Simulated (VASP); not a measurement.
# CdS (F-43m) in VASP: further runs, part 2 of 2

VASP 6.6.1.

## (4) Single point, PBEsol-based screened hybrid with 25 % exact exchange

This run uses another cell than the first one, of 24.81 Å³/atom.

Contents of POSCAR:

```
CdS
1.0
    0.0000000000      2.9165000000      2.9165000000
    2.9165000000      0.0000000000      2.9165000000
    2.9165000000      2.9165000000      0.0000000000
Cd S
1 1
Direct
    0.0000000000      0.0000000000      0.0000000000
    0.7500000000      0.7500000000      0.7500000000
```

Contents of INCAR.step1:

```
  ALGO = Normal
  EDIFF = 1E-5
  ENCUT = 520
  GGA = PE
  ISIF = 2
  ISMEAR = -1
  LASPH = T
  LREAL = F
  LWAVE = T
  NBANDS = 16
  NELM = 60
  PREC = Accurate
  SIGMA = 0.05
```

Contents of INCAR.step2:

```
  AEXX = 0.25
  ALGO = Normal
  EDIFF = 1E-7
  ENCUT = 520
  GGA = PS
  HFSCREEN = 0.207
  ISIF = 2
  ISMEAR = -1
  ISTART = 1
  LASPH = T
  LCHARG = T
  LELF = T
  LHFCALC = T
  LREAL = F
  LVHAR = T
  LWAVE = F
  NBANDS = 16
  NELM = 60
  PREC = Accurate
  PRECFOCK = Normal
  SIGMA = 0.05
```

Contents of KPOINTS:

```
k-points
0
Gamma
  5 5 5
```

Potentials or basis: VASP PAW PBE potentials, release 64 (Cd, S).

Started as:

```console
> cat potpaw_PBE.64/Cd/POTCAR potpaw_PBE.64/S/POTCAR > POTCAR
> cp INCAR.step1 INCAR
> mpirun -np 1 vasp_std > vasp.out
> cp INCAR.step2 INCAR
> mpirun -np 1 vasp_std > vasp.out
```

OUTCAR:

```text
AEXX = 0.25
   EDIFF = 1E-7
   ENCUT = 520
   GGA = PS
   HFSCREEN = 0.207
   ISIF = 2
   ISMEAR = -1
   ISTART = 1
   LASPH = T
   LHFCALC = T
   LREAL = F
   NELM = 60
   PREC = Accurate
   PRECFOCK = Normal

 ion  position               nearest neighbor table
   1  0.000  0.000  0.000-   2 2.53   2 2.53   2 2.53   2 2.53
   2  0.750  0.750  0.750-   1 2.53   1 2.53   1 2.53   1 2.53

  LATTYP: Found a face centered cubic cell.
 ALAT       =     5.8330000000

  Lattice vectors:

 A1 = (   0.0000000000,   2.9165000000,   2.9165000000)
 A2 = (   2.9165000000,   0.0000000000,   2.9165000000)
 A3 = (   2.9165000000,   2.9165000000,   0.0000000000)

Analysis of symmetry for initial positions (statically):
=====================================================================
 Subroutine PRICEL returns:
 Original cell was already a primitive cell.

 Routine SETGRP: Setting up the symmetry group for a
 face centered cubic supercell.

 Subroutine GETGRP returns: Found 24 space group operations
[... 153 lines left out ...]
  free energy    TOTEN  =        -8.08023579 eV

  energy without entropy =       -8.08023579  energy(sigma->0) =       -8.08023579

 E-fermi :   1.6294     XC(G=0):  -7.7703

 val. band max:        0.5881928876   @ k =   0.0000   0.0000   0.0000
 cond. band min:       2.6091879207   @ k =   0.0000   0.0000   0.0000
 fundamental gap:      2.0209950332
 Fermi energy:         1.6293601650

 k-point     1 :       0.0000    0.0000    0.0000
  band No.  band energies     occupation
      1     -12.9951      2.00000
      2      -8.2766      2.00000
      3      -8.2766      2.00000
      4      -8.2766      2.00000
      5      -7.7876      2.00000
      6      -7.7876      2.00000
[... 167 lines left out ...]
      3      -8.0408      2.00000
      4      -7.8574      2.00000
      5      -7.7588      2.00000
      6      -7.2231      2.00000
[... 8 lines left out ...]
     15      14.2532      0.00000
     16      15.9562      0.00000

------------------------ aborting loop because EDIFF is reached ----------------------------------------

  FORCE on cell =-STRESS in cart. coord.  units (eV):
  Direction    XX          YY          ZZ          XY          YZ          ZX
  --------------------------------------------------------------------------------------
  -------------------------------------------------------------------------------------
  Total       -0.0533372     -0.0533372     -0.0533372     -0.0000000      0.0000000     -0.0000000
  in kB       -1.7223643     -1.7223643     -1.7223643     -0.0000000      0.0000000     -0.0000000
  external PRESSURE =      -1.7223643 kB  Pullay stress =       0.0000000 kB

 VOLUME and BASIS-vectors are now :
 -----------------------------------------------------------------------------
  energy-cutoff  :      520.00
  volume of cell :       49.62
      direct lattice vectors                 reciprocal lattice vectors
     0.000000000  2.916500000  2.916500000    -0.171438368  0.171438368  0.171438368
     2.916500000  0.000000000  2.916500000     0.171438368 -0.171438368  0.171438368
     2.916500000  2.916500000  0.000000000     0.171438368  0.171438368 -0.171438368

 POSITION                                       TOTAL-FORCE (eV/Angst)
 -----------------------------------------------------------------------------------
      0.00000      0.00000      0.00000        -0.000000     -0.000000     -0.000000
      4.37475      4.37475      4.37475         0.000000      0.000000      0.000000
 -----------------------------------------------------------------------------------
    total drift:                               -0.000008     -0.000010     -0.000005

  FREE ENERGIE OF THE ION-ELECTRON SYSTEM (eV)
  ---------------------------------------------------
  free  energy   TOTEN  =        -8.0802357925 eV

  energy  without entropy=       -8.0802357924  energy(sigma->0) =       -8.08023579
```

OUTCAR.step1:

```text
EDIFF = 1E-5
   ENCUT = 520
   GGA = PE
   ISIF = 2
   ISMEAR = -1
[... 393 lines left out ...]
 -----------------------------------------------------------------------------------
      0.00000      0.00000      0.00000        -0.000000     -0.000000      0.000000
      4.37475      4.37475      4.37475         0.000000      0.000000     -0.000000
 -----------------------------------------------------------------------------------
    total drift:                                0.000000      0.000000      0.000000

  FREE ENERGIE OF THE ION-ELECTRON SYSTEM (eV)
  ---------------------------------------------------
  free  energy   TOTEN  =        -6.1130817326 eV

  energy  without entropy=       -6.1130813620  energy(sigma->0) =       -6.11308155
```

Run time: 26 min. Hardware: 1 thread of Intel Xeon Platinum 8375C at 2.90GHz (Ice Lake), shared host; peak memory 0.29 GiB.

What came out:

```yaml
Free_energy: -8.0802 eV
Pressure: -0.2 GPa
Band_gap_on_the_k_mesh: 2.02 eV
```

Levels at points of the mesh, in eV from the valence-band top:
```csv
k point,band 5,band 6,band 7,band 8,band 9,band 10,band 11,band 12,band 13,band 14
"(0.00, 0.00, 0.00)",-8.38,-8.38,0.00,0.00,0.00,2.02,7.61,7.61,7.61,12.57
```

Caveat: the PAW data sets were made with another functional, which shifts forces and pressure a little.

## (5) Relaxation of cell and atoms, PBE, non-collinear spin, zero start, spin-orbit coupling (25.55 Å³/atom)

This run uses another cell than the first one, of 25.55 Å³/atom.

Contents of POSCAR:

```
CdS
1.0
    0.0000000000      2.9453781157      2.9453781157
    2.9453781157      0.0000000000      2.9453781157
    2.9453781157      2.9453781157      0.0000000000
Cd S
1 1
Direct
    0.0000000000      0.0000000000      0.0000000000
    0.7500000000      0.7500000000      0.7500000000
```

Contents of INCAR.step1:

```
  ALGO = Normal
  EDIFF = 1E-7
  EDIFFG = -0.002
  EFERMI = MIDGAP
  ENCUT = 720
  GGA = PE
  GGA_COMPAT = False
  IBRION = 2
  ISIF = 3
  ISMEAR = 0
  KPAR = 2
  LASPH = True
  LCHARG = False
  LORBIT = 11
  LREAL = False
  LSORBIT = True
  LWAVE = False
  MAGMOM = 0 0 0 0 0 0
  NELM = 200
  NELMIN = 4
  NSW = 80
  POTIM = 0.5
  PREC = Accurate
  SIGMA = 0.03
```

Contents of INCAR.step4:

```
  ALGO = Normal
  EDIFF = 1E-7
  EFERMI = MIDGAP
  ENCUT = 720
  GGA = PE
  GGA_COMPAT = False
  ISIF = 2
  ISMEAR = 0
  KPAR = 2
  LASPH = True
  LCHARG = False
  LORBIT = 11
  LREAL = False
  LSORBIT = True
  LWAVE = False
  MAGMOM = 0 0 0 0 0 0
  NELM = 200
  PREC = Accurate
  SIGMA = 0.03
```

Contents of KPOINTS:

```
Automatic mesh
0
Gamma
  8 8 8
  0 0 0
```

Started as:

```console
> cat potpaw_PBE.64/Cd/POTCAR potpaw_PBE.64/S/POTCAR > POTCAR
> cp INCAR.step1 INCAR
> cp POSCAR.step1 POSCAR
> mpirun -np 2 vasp_ncl > vasp.out
> cp CONTCAR POSCAR
> mpirun -np 2 vasp_ncl > vasp.out
> cp CONTCAR POSCAR
> mpirun -np 2 vasp_ncl > vasp.out
> cp CONTCAR POSCAR
> cp INCAR.step4 INCAR
> mpirun -np 2 vasp_ncl > vasp.out
```

Run time: 6 min. Hardware: 2 MPI ranks of Intel Xeon 6975P-C (Granite Rapids), shared host; peak memory 0.58 GiB.

The run converged. Its results:

```
Free energy                                           : -6.1764 eV
Relaxed volume                                        : 26.15 Å³/atom
Relaxed cell                                          : a = 4.197 Å, b = 4.197 Å, c = 4.197 Å, α = 60.00°, β = 60.00°, γ = 60.00°
Space group after relaxing (to 0.1 Å)                 : F-43m (No. 216)
Energy gained by relaxing                             : 2.4 meV/atom
Ionic steps                                           : 5
Pressure after relaxing                               : 0.0 GPa
Net moment                                            : 0.00 μB per cell
Valence electrons inside the program's atomic spheres : Cd 10.28; S 3.70
```

Step by step:
```csv
step,energy change (eV),largest force (eV/Å),pressure (GPa),volume (Å³)
1,0.0000,0.0000,1.31,51.10
2,-0.0043,0.0000,-0.37,52.66
3,-0.0047,0.0000,0.00,52.29
4,-0.0048,0.0000,0.01,52.29
5,-0.0048,0.0000,0.01,52.29
```

Final structure:
```cif
data_structure
_symmetry_space_group_name_H-M 'P 1'
_symmetry_Int_Tables_number 1
_cell_length_a 4.1975
_cell_length_b 4.1975
_cell_length_c 4.1975
_cell_angle_alpha 60.000
_cell_angle_beta 60.000
_cell_angle_gamma 60.000
_cell_volume 52.29
loop_
_atom_site_label
_atom_site_type_symbol
_atom_site_fract_x
_atom_site_fract_y
_atom_site_fract_z
_atom_site_occupancy
Cd1 Cd 0.00000 0.00000 0.00000 1
S1 S 0.75000 0.75000 0.75000 1
```

Moments on the atoms (μB; x, y, z):
```
Cd  0.00 0.00 0.00
S   0.00 0.00 0.00
```

PBE usually gives volumes a little too large and moduli too small. Zero-point motion and thermal expansion aren't in these numbers.

## (6) Summary

```csv
task,level,spin,cell,k mesh,cutoff (eV),smearing,dipole correction,grid for exact exchange (PRECFOCK),share of exact exchange,screening parameter,tolerance level,gap on the mesh (eV),pressure (GPa)
single point,PBEsol-based screened hybrid with 25 % exact exchange,off,"a = 4.179 Å, angles 60.0°, 2 atoms",4 × 4 × 4,520,fermi-dirac 0.05 eV,no,Normal,0.25,0.207 1/Å,-,1.93,-2.4
single point,PBEsol-based screened hybrid with 25 % exact exchange,off,"a = 4.205 Å, angles 60.0°, 2 atoms",4 × 4 × 4,520,fermi-dirac 0.05 eV,no,Normal,0.25,0.207 1/Å,-,1.88,-3.4
single point,PBEsol-based screened hybrid with 25 % exact exchange,off,"a = 4.125 Å, angles 60.0°, 2 atoms",5 × 5 × 5,520,fermi-dirac 0.05 eV,no,Normal,0.25,0.207 1/Å,-,2.02,-0.2
relaxation of cell and atoms,PBE,"non-collinear, zero start, SOC","relaxed from a = 4.165 Å, angles 60.0°, 2 atoms",8 × 8 × 8,720,gaussian 0.03 eV,-,-,-,-,standard,-,0.0
```

Alike in all rows: potentials or basis VASP PAW PBE potentials, release 64 (Cd, S).

Caveats: some runs use coarse meshes; the PAW data sets were made with another functional, which shifts forces and pressure a little (at least some runs).

Total energies depend on the potentials used, so only differences within one code and one set of settings carry meaning.
